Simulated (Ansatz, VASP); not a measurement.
# Two plane-wave programs on EuPt3

```xyz
4
Lattice="0.0000 3.3203 3.3203 3.3203 0.0000 3.3203 3.3203 3.3203 0.0000" Properties=species:S:1:pos:R:3 pbc="T T T"
Eu    0.0000    0.0000    0.0000
Pt    3.3203    3.3203    3.3203
Pt    1.6601    1.6601    1.6601
Pt    4.9804    4.9804    4.9804
```

Alike in both runs: task single point; functional PBEsol; k mesh 8 × 8 × 8; occupations gaussian, width 0.05 eV; collinear spin.

|  | VASP | Ansatz |
| --- | --- | --- |
| version | VASP 6.6.1 | Ansatz 0.2.0 |
| potentials or method | VASP PAW PBE potentials, release 64 (Eu, Pt), cutoff 520 eV | scalar-relativistic, plane waves, PAW |
| valence electrons in the cell | 47 | 71 |

|  | VASP | Ansatz | Ansatz less VASP |
| --- | --- | --- | --- |
| gap on the k mesh at the Fermi level (eV) | none | none | - |
| pressure (GPa) | -4.5 | -4.5 | +0.03 |
| net moment per atom (μB) | 1.64 | 1.64 | +0.002 |
| size of the moment on the site where the two differ most (μB) | 6.30 | 6.39 | +0.090 |

VASP's potentials were made for PBE, not for PBEsol. Site moments also hang on the region over which each program counts them. A gap of «none» marks a metal or a gap that the smearing closes. With one functional, cell and mesh, what is left measures potentials, basis and numerics. VASP's potentials hold 47 valence electrons a cell and Ansatz's 71, so a difference there can come from the potentials and not from the codes. Ansatz's warnings: given moment on shells.

Neither program's run includes spin-orbit coupling.
